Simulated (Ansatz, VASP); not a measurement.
## Two plane-wave programs on ScAl

File POSCAR:

```
ScAl
1.0
    3.3703489700      0.0000000000      0.0000000000
    0.0000000000      3.3703489700      0.0000000000
    0.0000000000      0.0000000000      3.3703489700
Sc Al
1 1
Direct
    0.5000000000      0.5000000000      0.5000000000
    0.0000000000      0.0000000000      0.0000000000
```

File INCAR.step1:

```
  PREC = Accurate
  ENCUT = 520
  ISMEAR = 0
  SIGMA = 0.1
  LREAL = F
  LASPH = T
  NELM = 80
  NBANDS = 14
  GGA = PE
  ALGO = Normal
  EDIFF = 1E-4
  LWAVE = T
  LCHARG = F
```

File INCAR.step2:

```
  PREC = Accurate
  ENCUT = 520
  EDIFF = 1E-6
  ISMEAR = 0
  SIGMA = 0.1
  LREAL = F
  LASPH = T
  NELM = 80
  ALGO = Normal
  ISIF = 2
  LWAVE = F
  LCHARG = T
  METAGGA = R2SCAN
  LMIXTAU = T
  LELF = T
  LVHAR = T
  NBANDS = 14
  ISTART = 1
```

Contents of KPOINTS:

```
Automatic mesh
0
Gamma
  2 2 2
```

Input for Ansatz:

```yaml
crystal:
  lattice:
    - [3.37034897, 0.0, 0.0]
    - [0.0, 3.37034897, 0.0]
    - [0.0, 0.0, 3.37034897]
  atoms:
    - { symbol: Sc, position: [0.5, 0.5, 0.5] }
    - { symbol: Al, position: [0.0, 0.0, 0.0] }
basis:
  ecutwfc: 500
kpoints:
  mp_grid: { grid: [2, 2, 2] }
hamiltonian:
  xc: r2scan
scf:
  occupations: { method: gaussian, width: 0.1 }
output:
  forces: true
  stress: true
  eigenvalues: true
```

Alike in both runs: task single point; functional r2SCAN; k mesh 2 × 2 × 2; occupations gaussian, width 0.1 eV; no spin polarisation.

```csv
,VASP,Ansatz
version,VASP 6.6.1,Ansatz 0.2.0
potentials or method,"VASP PAW PBE potentials, release 64 (Sc_sv, Al), cutoff 520 eV","scalar-relativistic, plane waves, PAW"
valence electrons in the cell,14,14
```

VASP gave:

```
gap on the k mesh at the Fermi level (eV) : none
pressure (GPa)                            : -0.3
```

Q: Which values does Ansatz return?

A: gap on the k mesh at the Fermi level (eV): none; pressure (GPa): -0.5.

VASP's potentials were made for PBE, not for r2SCAN. A gap of «none» marks a metal or a gap that the smearing closes.

The k mesh is coarse, so the values compare programs but aren't converged.
